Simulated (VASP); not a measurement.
# GaAs (base) (F-43m) in VASP: further runs, part 2 of 2

VASP 6.6.1. The steps go on from the part before.

## (4) Relaxation of cell and atoms, LDA

INCAR reads:

```
PREC = Accurate ; ENCUT = 600
EDIFF = 1E-6 ; ISMEAR = 0
SIGMA = 0.02 ; LREAL = False
LASPH = True ; NELM = 100
ALGO = Normal ; ISIF = 3
LWAVE = False ; LCHARG = False
IBRION = 2 ; NSW = 100
EDIFFG = -0.002
```

KPOINTS reads:

```
regular mesh
0
Gamma
  12 12 12
```

POSCAR reads:

```
GaAs
1.0
    0.0000000000      2.8016907950      2.8016907950
    2.8016907950      0.0000000000      2.8016907950
    2.8016907950      2.8016907950      0.0000000000
Ga As
1 1
Direct
    0.0000000000      0.0000000000      0.0000000000
    0.7500000000      0.7500000000      0.7500000000
```

Potentials or basis: VASP PAW LDA potentials, release 64 (Ga_d, As).

Launch:

```bash
$ cat potpaw_LDA.64/Ga_d/POTCAR potpaw_LDA.64/As/POTCAR > POTCAR
$ mpirun -np 1 vasp_std > vasp.out
```

OUTCAR:

```text
PREC = Accurate
   ENCUT = 600
   EDIFF = 1E-6
   ISMEAR = 0
   LREAL = False
   LASPH = True
   NELM = 100
   ISIF = 3
   IBRION = 2
   NSW = 100
   EDIFFG = -0.002

 ion  position               nearest neighbor table
   1  0.000  0.000  0.000-   2 2.43   2 2.43   2 2.43   2 2.43
   2  0.750  0.750  0.750-   1 2.43   1 2.43   1 2.43   1 2.43

  LATTYP: Found a face centered cubic cell.
 ALAT       =     5.6033815900

  Lattice vectors:

 A1 = (   0.0000000000,   2.8016907950,   2.8016907950)
 A2 = (   2.8016907950,   0.0000000000,   2.8016907950)
 A3 = (   2.8016907950,   2.8016907950,   0.0000000000)

Analysis of symmetry for initial positions (statically):
=====================================================================
 Subroutine PRICEL returns:
 Original cell was already a primitive cell.

 Routine SETGRP: Setting up the symmetry group for a
 face centered cubic supercell.

 Subroutine GETGRP returns: Found 24 space group operations
 (whereof 24 operations were pure point group operations)
 out of a pool of 48 trial point group operations.

The static configuration has the point symmetry T_d .

Analysis of symmetry for dynamics (positions and initial velocities):
=====================================================================
 Subroutine PRICEL returns:
 Original cell was already a primitive cell.

 Routine SETGRP: Setting up the symmetry group for a
 face centered cubic supercell.

 Subroutine GETGRP returns: Found 24 space group operations
 (whereof 24 operations were pure point group operations)
 out of a pool of 48 trial point group operations.

The dynamic configuration has the point symmetry T_d .

 Subroutine INISYM returns: Found 24 space group operations
 (whereof 24 operations are pure point group operations),
 and found     1 'primitive' translations

----------------------------------------------------------------------------------------

                                     Primitive cell

  volume of cell :      43.9836

  direct lattice vectors                    reciprocal lattice vectors
     0.000000000  2.801690795  2.801690795    -0.178463662  0.178463662  0.178463662
[... 102 lines left out ...]
   EFERMI_NEDOS =   21; number of points for ismear=-14 and -15
   IALGO  =     38    algorithm
   IMIX   =      4    mixing-type and parameters
     AMIX     =   0.40;   BMIX     =  1.00
     AMIX_MAG =   1.60;   BMIX_MAG =  1.00
  volume/ion in A,a.u.               =      21.99       148.41
  Fermi-wavevector in a.u.,A,eV,Ry     =   1.215445  2.296859 20.099990  1.477308
  Thomas-Fermi vector in A             =   2.350832
   LORBIT       =      0    0 simple, 1 ext, 2 COOP (PROOUT), +10 PAW based schemes
   GGA     = CA    functional components
   LHFCALC =     F    Hartree Fock is set to
   AEXX    =    0.0000 exact exchange contribution
   IVDW    =     0    specifies the selected vdW correction
   LEPSILON=     F    determine dielectric tensor
   LRPA    =     F    only Hartree local field effects (RPA)
 conjugate gradient relaxation of ions
 non-spin polarized calculation
 Gauss-broadening in eV      SIGMA  =   0.02
  energy-cutoff  :      600.00
  volume of cell :       43.98
 maximum number of plane-waves:      1484
   NGX = 15   NGY = 15   NGZ = 15

--------------------------------------- Ionic step        1  -------------------------------------------

 number of electron      18.0000004 magnetization

 Free energy of the ion-electron system (eV)
  ---------------------------------------------------
  ext. energy  EPLUGINS =         0.00000000
  ---------------------------------------------------
  free energy    TOTEN  =        -9.64190536 eV

  energy without entropy =       -9.64190536  energy(sigma->0) =       -9.64190536

 E-fermi :   4.1553     XC(G=0): -10.0313

 val. band max:        4.0594649829   @ k =   0.0000   0.0000   0.0000
 cond. band min:       4.5948299394   @ k =   0.0000   0.0000   0.0000
 fundamental gap:      0.5353649565
 Fermi energy:         4.1553170446

 k-point     1 :       0.0000    0.0000    0.0000
  band No.  band energies     occupation
      1     -10.9189      2.00000
      2     -10.9189      2.00000
      3     -10.9189      2.00000
      4     -10.8341      2.00000
      5     -10.8341      2.00000
      6      -8.9003      2.00000
      7       4.0595      2.00000
      8       4.0595      2.00000
      9       4.0595      2.00000
     10       4.5948      0.00000
     11       7.7403      0.00000
     12       7.7403      0.00000
     13       7.7403      0.00000
[... 439 lines left out ...]
--------------------------------------- Ionic step        3  -------------------------------------------

 number of electron      18.0000006 magnetization

 Free energy of the ion-electron system (eV)
  ---------------------------------------------------
  ext. energy  EPLUGINS =         0.00000000
  ---------------------------------------------------
  free energy    TOTEN  =        -9.64207001 eV

  energy without entropy =       -9.64207001  energy(sigma->0) =       -9.64207001

 E-fermi :   4.1065     XC(G=0): -10.0135

 val. band max:        4.0202838994   @ k =   0.0000   0.0000   0.0000
 cond. band min:       4.5252119322   @ k =   0.0000   0.0000   0.0000
 fundamental gap:      0.5049280328
 Fermi energy:         4.1065174043

 k-point     1 :       0.0000    0.0000    0.0000
  band No.  band energies     occupation
      1     -10.9501      2.00000
      2     -10.9501      2.00000
      3     -10.9501      2.00000
      4     -10.8663      2.00000
      5     -10.8663      2.00000
      6      -8.9098      2.00000
      7       4.0203      2.00000
      8       4.0203      2.00000
      9       4.0203      2.00000
     10       4.5252      0.00000
     11       7.7003      0.00000
     12       7.7003      0.00000
     13       7.7003      0.00000
[... 397 lines left out ...]
  FREE ENERGIE OF THE ION-ELECTRON SYSTEM (eV)
  ---------------------------------------------------
  free  energy   TOTEN  =        -9.6420700142 eV

  energy  without entropy=       -9.6420700142  energy(sigma->0) =       -9.64207001

 reached required accuracy - stopping structural energy minimisation
```

Wall time 27 s (1 thread of Intel Xeon 6975P-C (Granite Rapids), shared host); peak memory 0.2 GiB.

Results:

| Item | Value |
| --- | --- |
| Free energy | -9.6421 eV |
| Relaxed volume | 22.08 Å³/atom |
| Relaxed cell | a = 3.967 Å, b = 3.967 Å, c = 3.967 Å, α = 60.00°, β = 60.00°, γ = 60.00° |
| Space group after relaxing (to 0.05 Å) | F-43m (No. 216) |
| Energy gained by relaxing | 0.1 meV/atom |
| Ionic steps | 3 |
| Pressure after relaxing | 0.0 GPa |
| Band gap on the k mesh | 0.50 eV, direct |

Step by step:
```csv
step,energy change (eV),largest force (eV/Å),pressure (GPa),volume (Å³)
1,0.0000,0.0000,0.29,43.98
2,-0.0001,0.0000,-0.19,44.24
3,-0.0002,0.0000,0.01,44.16
```

Final structure:
```
Ga As
1.0
     0.00000    2.80543    2.80543
     2.80543    0.00000    2.80543
     2.80543    2.80543    0.00000
Ga As
1 1
Direct
  0.00000 0.00000 0.00000
  0.75000 0.75000 0.75000
```

A k mesh can miss the band edges. A hybrid or GW would open this gap; LDA tends to underestimate it.

## (5) Relaxation of cell and atoms, LDA

This run uses another cell than the first one, of 23.77 Å³/atom, 1.081 times its volume.

INCAR reads:

```
SYSTEM = GaAs
ALGO = Normal ; EDIFF = 1E-6
EDIFFG = -0.002 ; ENCUT = 600
IBRION = 2 ; ISIF = 3
ISMEAR = 0 ; LASPH = .TRUE.
LCHARG = .FALSE. ; LREAL = .FALSE.
LWAVE = .FALSE. ; NELM = 80
NSW = 100 ; PREC = Accurate
SIGMA = 0.1
```

KPOINTS reads:

```
k-points
0
G
  12 12 12
  0 0 0
```

POSCAR reads:

```
GaAs
1.0
    0.0000000000      2.8750910500      2.8750910500
    2.8750910500      0.0000000000      2.8750910500
    2.8750910500      2.8750910500      0.0000000000
Ga As
1 1
Direct
    0.0000000000      0.0000000000      0.0000000000
    0.7500000000      0.7500000000      0.7500000000
```

Launch:

```bash
$ cat potpaw_LDA.64/Ga_d/POTCAR potpaw_LDA.64/As/POTCAR > POTCAR
$ mpirun -np 1 vasp_std > vasp.out
```

Run time: 2 min. Hardware: 1 thread of Intel Xeon 6975P-C (Granite Rapids), shared host; peak memory 0.2 GiB.

It converged, with:

```
Free energy                            : -9.6426 eV
Relaxed volume                         : 22.09 Å³/atom
Relaxed cell                           : a = 3.968 Å, b = 3.968 Å, c = 3.968 Å, α = 60.00°, β = 60.00°, γ = 60.00°
Space group after relaxing (to 0.05 Å) : F-43m (No. 216)
Energy gained by relaxing              : 25.9 meV/atom
Ionic steps                            : 20
Pressure after relaxing                : 0.0 GPa
Band gap on the k mesh                 : 0.50 eV, direct
```

Step by step:
```tsv
step	energy change (eV)	largest force (eV/Å)	pressure (GPa)	volume (Å³)
1	0.0000	0.0000	-4.59	47.53
2	-0.0444	0.0000	2.10	43.00
3	-0.0519	0.0000	0.03	44.16
4	-0.0519	0.0000	-0.16	44.22
5	-0.0519	0.0000	-0.06	44.22
6	-0.0519	0.0000	-0.11	44.22
7	-0.0519	0.0000	-0.09	44.21
8	-0.0519	0.0000	-0.10	44.21
9	-0.0519	0.0000	-0.10	44.21
10	-0.0519	0.0000	-0.10	44.21
11	-0.0519	0.0000	-0.03	44.20
12	-0.0519	0.0000	-0.08	44.20
13	-0.0519	0.0000	-0.03	44.20
14	-0.0519	0.0000	-0.07	44.20
15	-0.0519	0.0000	-0.07	44.19
16	-0.0519	0.0000	-0.03	44.19
17	-0.0519	0.0000	0.02	44.17
18	-0.0519	0.0000	-0.08	44.18
19	-0.0519	0.0000	0.02	44.17
20	-0.0519	0.0000	-0.01	44.17
```

Final structure:
```cif
data_structure
_symmetry_space_group_name_H-M 'P 1'
_symmetry_Int_Tables_number 1
_cell_length_a 3.9679
_cell_length_b 3.9679
_cell_length_c 3.9679
_cell_angle_alpha 60.000
_cell_angle_beta 60.000
_cell_angle_gamma 60.000
_cell_volume 44.17
loop_
_atom_site_label
_atom_site_type_symbol
_atom_site_fract_x
_atom_site_fract_y
_atom_site_fract_z
_atom_site_occupancy
Ga1 Ga 0.00000 0.00000 0.00000 1
As1 As 0.75000 0.75000 0.75000 1
```

Levels at points of the mesh, in eV from the valence-band top:
```tsv
k point	band 6	band 7	band 8	band 9	band 10	band 11	band 12	band 13
(0.00, 0.00, 0.00)	-12.93	0.00	0.00	0.00	0.50	3.68	3.68	3.68
(0.50, 0.00, 0.00)	-11.09	-6.82	-1.18	-1.18	0.93	4.59	4.59	7.59
(0.50, 0.50, 0.00)	-10.32	-6.98	-2.77	-2.77	1.30	1.54	10.22	10.22
```

A k mesh can miss the band edges. Expect the measured gap to be larger: semilocal functionals such as LDA lack the derivative discontinuity.

## (6) Overview

```tsv
task	cell	cutoff (eV)	smearing	gap on the mesh (eV)	pressure (GPa)	relaxed volume (Å³/atom)
relaxation of cell and atoms	relaxed from a = 3.962 Å, angles 60.0°, 2 atoms	600	gaussian 0.02 eV	0.50	0.0	22.08
single point	a = 3.962 Å, angles 60.0°, 2 atoms	520	gaussian 0.02 eV	0.54	0.3	-
relaxation of cell and atoms	relaxed from a = 4.066 Å, angles 60.0°, 2 atoms	600	gaussian 0.1 eV	0.50	0.0	22.09
```

Alike in all rows: level LDA; potentials or basis VASP PAW LDA potentials, release 64 (Ga_d, As); no spin polarisation; k mesh 12 × 12 × 12.

Absolute energies hang on the potentials; compare differences alone.
